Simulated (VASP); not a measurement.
# Ag (Fm-3m) in VASP: a series of runs

Runs on Ag. Level: LDA. Tasks: single point, relaxation of volume and atoms at fixed shape.

Program: VASP 6.6.1. These are calculated values, not measurements. Logs are shortened: lines on timing, memory, paths and dates and some standing lists are left out, and cuts for length are marked.

## 1. The cell of the first run

The structure is cubic, space group Fm-3m (No. 225). The conventional cell has a = 4.004 Å, b = 4.004 Å, c = 4.004 Å, α = 90.00°, β = 90.00°, γ = 90.00°. Ag (site symmetry m-3m) has 12 Ag at 2.83 Å within 3.7 Å.

## 2. Single point, LDA

INCAR

```
ALGO = Normal
EDIFF = 1E-6
ENCUT = 520
ISIF = 2
ISMEAR = -1
LASPH = True
LCHARG = False
LREAL = False
LWAVE = False
NBANDS = 12
NELM = 80
PREC = Accurate
SIGMA = 0.1
```

KPOINTS

```
k-points
0
Gamma
  10 10 10
```

POSCAR

```
Ag
1.0
    0.0000000000      2.0021301985      2.0021301985
    2.0021301985      0.0000000000      2.0021301985
    2.0021301985      2.0021301985      0.0000000000
Ag
1
Direct
    0.0000000000      0.0000000000      0.0000000000
```

Potentials or basis: VASP PAW LDA potentials, release 64 (Ag).

Started as:

```sh
> cat potpaw_LDA.64/Ag/POTCAR > POTCAR
> mpirun -np 1 vasp_std > vasp.out
```

OUTCAR:

```text
EDIFF = 1E-6
   ENCUT = 520
   ISIF = 2
   ISMEAR = -1
   LASPH = True
   LREAL = False
   NELM = 80
   PREC = Accurate

 ion  position               nearest neighbor table
   1  0.000  0.000  0.000-

  LATTYP: Found a face centered cubic cell.
 ALAT       =     4.0042603970

  Lattice vectors:

 A1 = (   0.0000000000,   2.0021301985,   2.0021301985)
 A2 = (   2.0021301985,   0.0000000000,   2.0021301985)
 A3 = (   2.0021301985,   2.0021301985,   0.0000000000)

Analysis of symmetry for initial positions (statically):
=====================================================================
 Subroutine PRICEL returns:
 Original cell was already a primitive cell.

 Routine SETGRP: Setting up the symmetry group for a
 face centered cubic supercell.

 Subroutine GETGRP returns: Found 48 space group operations
 (whereof 48 operations were pure point group operations)
 out of a pool of 48 trial point group operations.

The static configuration has the point symmetry O_h .

Analysis of symmetry for dynamics (positions and initial velocities):
=====================================================================
 Subroutine PRICEL returns:
 Original cell was already a primitive cell.

 Routine SETGRP: Setting up the symmetry group for a
 face centered cubic supercell.

 Subroutine GETGRP returns: Found 48 space group operations
 (whereof 48 operations were pure point group operations)
 out of a pool of 48 trial point group operations.

The dynamic configuration has the point symmetry O_h .

 Subroutine INISYM returns: Found 48 space group operations
 (whereof 48 operations are pure point group operations),
 and found     1 'primitive' translations

----------------------------------------------------------------------------------------

                                     Primitive cell

  volume of cell :      16.0512

  direct lattice vectors                    reciprocal lattice vectors
     0.000000000  2.002130199  2.002130199    -0.249734008  0.249734008  0.249734008
     2.002130199  0.000000000  2.002130199     0.249734008 -0.249734008  0.249734008
     2.002130199  2.002130199  0.000000000     0.249734008  0.249734008 -0.249734008

  length of vectors
     2.831439680  2.831439680  2.831439680     0.432551991  0.432551991  0.432551991

  position of ions in fractional coordinates (direct lattice)
     0.000000000  0.000000000  0.000000000

  ion indices of the primitive-cell ions
   primitive index   ion index
                 1           1

----------------------------------------------------------------------------------------

 KPOINTS: k-points

Automatic generation of k-mesh.
 Grid dimensions read from file:
 generate k-points for:   10   10   10

 Generating k-lattice:

  Cartesian coordinates                     Fractional coordinates (reciprocal lattice)
    -0.024973401  0.024973401  0.024973401     0.100000000  0.000000000  0.000000000
     0.024973401 -0.024973401  0.024973401     0.000000000  0.100000000  0.000000000
     0.024973401  0.024973401 -0.024973401     0.000000000  0.000000000  0.100000000

  Length of vectors
     0.043255199  0.043255199  0.043255199

  Shift w.r.t. Gamma in fractional coordinates (k-lattice)
     0.000000000  0.000000000  0.000000000

 Subroutine IBZKPT returns following result:
 ===========================================

 Found     47 irreducible k-points:

 Following reciprocal coordinates:
            Coordinates               Weight
  0.000000  0.000000  0.000000      1.000000
  0.100000  0.000000  0.000000      8.000000
  0.200000  0.000000  0.000000      8.000000
  0.300000  0.000000  0.000000      8.000000
  0.400000  0.000000  0.000000      8.000000
  0.500000  0.000000  0.000000      4.000000
[... 16 lines left out ...]
  0.300000  0.300000  0.000000      6.000000
  0.400000  0.300000  0.000000     24.000000
 [... further k-points ...]
   k-points           NKPTS =     47   k-points in BZ     NKDIM =     47   number of bands    NBANDS=     12
   number of dos      NEDOS =    301   number of ions     NIONS =      1
   total plane-waves  NPLWV =  13824
   dimension x,y,z NGX =    24 NGY =   24 NGZ =   24
   dimension x,y,z NGXF=    48 NGYF=   48 NGZF=   48
   ions per type =               1
   NGX,Y,Z   is equivalent  to a cutoff of  14.09, 14.09, 14.09 a.u.
   NGXF,Y,Z  is equivalent  to a cutoff of  28.18, 28.18, 28.18 a.u.
 SYSTEM =  unknown system
   PREC   = accura    normal or accurate (medium, high low for compatibility)
   ISTART =      0    job   : 0-new  1-cont  2-samecut
   ICHARG =      2    charge: 1-file 2-atom 10-const
   ISPIN  =      1    spin polarized calculation?
   LNONCOLLINEAR =      F non collinear calculations
   LSORBIT =      F    spin-orbit coupling
   LASPH  =      T    aspherical Exc in radial PAW
   ENCUT  =  520.0 eV  38.22 Ry    6.18 a.u.   5.26  5.26  5.26*2*pi/ulx,y,z
   NELM   =     80;   NELMIN=  2; NELMDL= -5     # of ELM steps
   EDIFF  = 0.1E-05   stopping-criterion for ELM
   LREAL  =      F    real-space projection
   EDIFFG = 0.1E-04   stopping-criterion for IOM
   NSW    =      0    number of steps for IOM
   IBRION =     -1    ionic relax: 0-MD 1-quasi-New 2-CG
   NFREE  =      0    steps in history (QN), initial steepest desc. (CG)
   ISIF   =      2    stress and relaxation
   ISYM   =      2    0-nonsym 1-usesym 2-fastsym
   POTIM  = 0.5000    time-step for ionic-motion
   TEBEG  =    0.0;   TEEND  =   0.0 temperature during run
   PSTRESS=    0.0 pullay stress
   NELECT =      11.0000    total number of electrons
   NUPDOWN=      -1.0000    fix difference up-down
   EMIN   =  10.00;   EMAX   =-10.00  energy-range for DOS
   EFERMI =   0.00;   METHOD = LEGACY
   ISMEAR =    -1;   SIGMA  =   0.10  broadening in eV -4-tet -1-fermi 0-gaus
   EFERMI_NEDOS =   21; number of points for ismear=-14 and -15
   IALGO  =     38    algorithm
   IMIX   =      4    mixing-type and parameters
     AMIX     =   0.40;   BMIX     =  1.00
     AMIX_MAG =   1.60;   BMIX_MAG =  1.00
  volume/ion in A,a.u.               =      16.05       108.32
  Fermi-wavevector in a.u.,A,eV,Ry     =   1.443345  2.727526 28.344256  2.083244
  Thomas-Fermi vector in A             =   2.561763
   LORBIT       =      0    0 simple, 1 ext, 2 COOP (PROOUT), +10 PAW based schemes
   GGA     = CA    functional components
   LHFCALC =     F    Hartree Fock is set to
   AEXX    =    0.0000 exact exchange contribution
   IVDW    =     0    specifies the selected vdW correction
   LEPSILON=     F    determine dielectric tensor
   LRPA    =     F    only Hartree local field effects (RPA)
 non-spin polarized calculation
  energy-cutoff  :      520.00
  volume of cell :       16.05
 maximum number of plane-waves:       444
 NGX is ok and might be reduce to    24
   NGX = 11   NGY = 11   NGZ = 11

 number of electron      11.0000002 magnetization

 Free energy of the ion-electron system (eV)
  ---------------------------------------------------
  ext. energy  EPLUGINS =         0.00000000
  ---------------------------------------------------
  free energy    TOTEN  =        -3.77147431 eV

  energy without entropy =       -3.75879907  energy(sigma->0) =       -3.76513669

 E-fermi :   8.9618     XC(G=0): -12.9421

 val. band max:        8.7707155531   @ k =   0.5000   0.2000   0.1000
 cond. band min:       9.0579442437   @ k =   0.5000   0.1000   0.0000
 fundamental gap:      0.2872286906
 Fermi energy:         8.9617826003

 k-point     1 :       0.0000    0.0000    0.0000
  band No.  band energies     occupation
      1       0.7422      2.00000
      2       4.0241      2.00000
      3       4.0241      2.00000
      4       4.0241      2.00000
      5       5.1974      2.00000
      6       5.1974      2.00000
      7      25.1582      0.00000
      8      29.0259      0.00000
      9      29.0259      0.00000
     10      29.0259      0.00000
     11      34.1990      0.00000
     12      35.6070      0.00000

 k-point     2 :       0.1000    0.0000    0.0000
  band No.  band energies     occupation
      1       1.0652      2.00000
      2       3.9493      2.00000
      3       4.1145      2.00000
      4       4.1145      2.00000
      5       5.1652      2.00000
      6       5.1652      2.00000
      7      25.1765      0.00000
      8      26.9941      0.00000
      9      29.2142      0.00000
     10      29.2142      0.00000
     11      33.6847      0.00000
     12      35.0480      0.00000

 k-point     3 :       0.2000    0.0000    0.0000
  band No.  band energies     occupation
      1       1.8664      2.00000
      2       3.9394      2.00000
      3       4.2521      2.00000
      4       4.2521      2.00000
      5       5.2026      2.00000
      6       5.2026      2.00000
      7      22.5522      0.00000
      8      26.0896      0.00000
      9      29.4860      0.00000
     10      29.4860      0.00000
     11      32.3716      0.00000
     12      33.5511      0.00000
[... 286 lines left out ...]
 k-point    23 :       0.3000    0.3000    0.0000
  band No.  band energies     occupation
      1       2.7004      2.00000
      2       2.8782      2.00000
      3       5.3585      2.00000
      4       5.3585      2.00000
      5       5.7492      2.00000
      6       5.8825      2.00000
      7      22.7868      0.00000
      8      22.7868      0.00000
      9      23.2697      0.00000
     10      26.5019      0.00000
     11      27.3272      0.00000
     12      38.2353      0.00000

 k-point    24 :       0.4000    0.3000    0.0000
  band No.  band energies     occupation
      1       2.6363      2.00000
      2       2.7925      2.00000
      3       5.2324      2.00000
      4       5.4373      2.00000
      5       6.0400      2.00000
      6       7.7236      1.99999
      7      19.9010      0.00000
      8      21.1720      0.00000
      9      21.9187      0.00000
     10      26.7108      0.00000
     11      28.8593      0.00000
     12      38.1477      0.00000

 [... further k-points ...]
[... 5 lines left out ...]
  --------------------------------------------------------------------------------------
  -------------------------------------------------------------------------------------
  Total        0.0109658      0.0109658      0.0109658      0.0000000      0.0000000     -0.0000000
  in kB        1.0945681      1.0945681      1.0945681      0.0000000      0.0000000     -0.0000000
  external PRESSURE =       1.0945681 kB  Pullay stress =       0.0000000 kB

 VOLUME and BASIS-vectors are now :
 -----------------------------------------------------------------------------
  energy-cutoff  :      520.00
  volume of cell :       16.05
      direct lattice vectors                 reciprocal lattice vectors
     0.000000000  2.002130199  2.002130199    -0.249734008  0.249734008  0.249734008
     2.002130199  0.000000000  2.002130199     0.249734008 -0.249734008  0.249734008
     2.002130199  2.002130199  0.000000000     0.249734008  0.249734008 -0.249734008

 POSITION                                       TOTAL-FORCE (eV/Angst)
 -----------------------------------------------------------------------------------
      0.00000      0.00000      0.00000        -0.000000      0.000000     -0.000000
 -----------------------------------------------------------------------------------
    total drift:                               -0.000000      0.000000     -0.000000

  FREE ENERGIE OF THE ION-ELECTRON SYSTEM (eV)
  ---------------------------------------------------
  free  energy   TOTEN  =        -3.7714743094 eV

  energy  without entropy=       -3.7587990725  energy(sigma->0) =       -3.76513669
```

Run time: 4.2 s. Hardware: 1 thread of Intel Xeon Platinum 8559C (Emerald Rapids), shared host; peak memory 0.13 GiB.

What came out:

```yaml
Free_energy: -3.7715 eV
Pressure: 0.1 GPa
```

Levels at points of the mesh, in eV from the Fermi level:
| k point | band 2 | band 3 | band 4 | band 5 | band 6 | band 7 | band 8 | band 9 | band 10 | band 11 |
| --- | --- | --- | --- | --- | --- | --- | --- | --- | --- | --- |
| (0.00, 0.00, 0.00) | -4.94 | -4.94 | -4.94 | -3.76 | -3.76 | 16.20 | 20.06 | 20.06 | 20.06 | 25.24 |
| (0.50, 0.00, 0.00) | -4.96 | -4.96 | -2.87 | -2.87 | -0.54 | 3.99 | 15.46 | 18.41 | 18.41 | 23.82 |
| (0.50, 0.50, 0.00) | -6.61 | -2.90 | -2.64 | -2.64 | 1.55 | 7.27 | 10.93 | 10.93 | 18.05 | 18.14 |

## 3. Relaxation of volume and atoms at fixed shape, LDA

This run uses another cell than the first one, of 17.05 Å³/atom, 1.062 times its volume.

INCAR

```
ALGO = Normal
EDIFF = 1E-7
EDIFFG = -0.02
ENCUT = 600
GGA = CA
IBRION = 2
ISIF = 8
ISMEAR = -1
LASPH = T
LCHARG = F
LREAL = F
LWAVE = F
NELM = 100
NSW = 80
PREC = Accurate
SIGMA = 0.1
```

KPOINTS is that of step 2.

POSCAR

```
Ag
1.0
    0.0000000000      2.0427500000      2.0427500000
    2.0427500000      0.0000000000      2.0427500000
    2.0427500000      2.0427500000      0.0000000000
Ag
1
Direct
    0.0000000000      0.0000000000      0.0000000000
```

Potentials or basis: VASP PAW LDA potentials, release 64 (Ag).

Started as:

```sh
> cat potpaw_LDA.64/Ag/POTCAR > POTCAR
> mpirun -np 1 vasp_std > vasp.out
```

Wall time 9 s (1 thread of Intel Xeon Platinum 8559C (Emerald Rapids), shared host); peak memory 0.14 GiB.

It converged, with:

```
Free energy                            : -3.7717 eV
Relaxed volume                         : 16.07 Å³/atom
Relaxed cell                           : a = 2.833 Å, b = 2.833 Å, c = 2.833 Å, α = 60.00°, β = 60.00°, γ = 60.00°
Space group after relaxing (to 0.05 Å) : Fm-3m (No. 225)
Energy gained by relaxing              : 22.5 meV/atom
Ionic steps                            : 3
Pressure after relaxing                : -0.1 GPa
```

The path:
```csv
step,energy change (eV),largest force (eV/Å),pressure (GPa),volume (Å³)
1,0.0000,0.0000,-6.87,17.05
2,-0.0055,0.0000,7.56,15.31
3,-0.0225,0.0000,-0.06,16.07
```

Final structure:
```yaml
crystal:
  lattice:
    - [0.00000, 2.00301, 2.00301]
    - [2.00301, 0.00000, 2.00301]
    - [2.00301, 2.00301, 0.00000]
  atoms:
    - { symbol: Ag, position: [0.00000, 0.00000, 0.00000] }
```

Levels at points of the mesh, in eV from the Fermi level:
```
           k point  band 4  band 5  band 6  band 7  band 8  band 9
(0.00, 0.00, 0.00)   -4.93   -3.76   -3.76   16.19   20.05   20.05
(0.50, 0.00, 0.00)   -2.87   -2.87   -0.53    3.98   15.46   18.40
(0.50, 0.50, 0.00)   -2.64   -2.64    1.55    7.26   10.92   10.92
```

LDA usually gives volumes a few per cent too small. Zero-point motion and thermal expansion aren't in these numbers.
